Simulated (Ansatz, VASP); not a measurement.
**InGaO: VASP beside Ansatz**

```
CELL_PARAMETERS angstrom
3.92453 0.00000 0.00000
-1.96227 3.39875 0.00000
0.00000 0.00000 4.68380
ATOMIC_POSITIONS crystal
In 0.00000 0.00000 0.00000
Ga 0.66667 0.33333 0.50000
O 0.33333 0.66667 0.50000
```

Change from the starting cell: species swapped into the SrSiNi type (P-6m2, No. 187).

Alike in both runs: task single point; functional PBE; k mesh 6 × 6 × 4; occupations gaussian, width 0.1 eV; no spin polarisation.

|  | VASP | Ansatz |
| --- | --- | --- |
| version | VASP 6.6.1 | Ansatz 0.2.0 |
| potentials or method | VASP PAW PBE potentials, release 64 (In_d, Ga_d, O), cutoff 520 eV | scalar-relativistic, plane waves, PAW |
| valence electrons in the cell | 32 | 32 |

|  | VASP | Ansatz | Ansatz less VASP |
| --- | --- | --- | --- |
| gap on the k mesh at the Fermi level (eV) | 0.18 | 0.18 | -0.001 |
| least direct gap on the mesh (eV) | 0.39 | 0.39 | 0.000 |
| pressure (GPa) | -5.7 | -5.7 | -0.05 |
| traceless stress, the component that is largest in VASP (GPa) | 5.11 | 5.21 | +0.098 |
